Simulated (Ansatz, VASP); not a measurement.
# Two plane-wave programs on SnSe

```
CELL_PARAMETERS angstrom
0.00000 3.05515 3.01000
3.01000 0.00000 3.01000
3.01000 3.05515 0.00000
ATOMIC_POSITIONS crystal
Sn 0.00000 0.00000 0.00000
Se 0.50000 0.50000 0.50000
```

Change from the starting cell: strain +0.0150 x Voigt [0, 1, 0, 0, 0, 0], atoms carried along.

Alike in both runs: task single point; functional r2SCAN; k mesh 10 × 10 × 10; occupations gaussian, width 0.05 eV; no spin polarisation.

|  | VASP | Ansatz |
| --- | --- | --- |
| version | VASP 6.6.1 | Ansatz 0.2.0 |
| potentials or method | VASP PAW PBE potentials, release 64 (Sn_d, Se), cutoff 520 eV | scalar-relativistic, plane waves, PAW |
| valence electrons in the cell | 20 | 30 |

|  | VASP | Ansatz | Ansatz less VASP |
| --- | --- | --- | --- |
| gap on the k mesh at the Fermi level (eV) | 0.39 | 0.39 | 0.000 |
| least direct gap on the mesh (eV) | 0.39 | 0.39 | 0.000 |
| pressure (GPa) | -0.8 | -0.8 | 0.00 |
| traceless stress, the component that is largest in VASP (GPa) | -1.11 | -1.11 | +0.003 |

VASP's potentials were made for PBE, not for r2SCAN. VASP's potentials hold 20 valence electrons a cell and Ansatz's 30, so a difference there can come from the potentials and not from the codes.
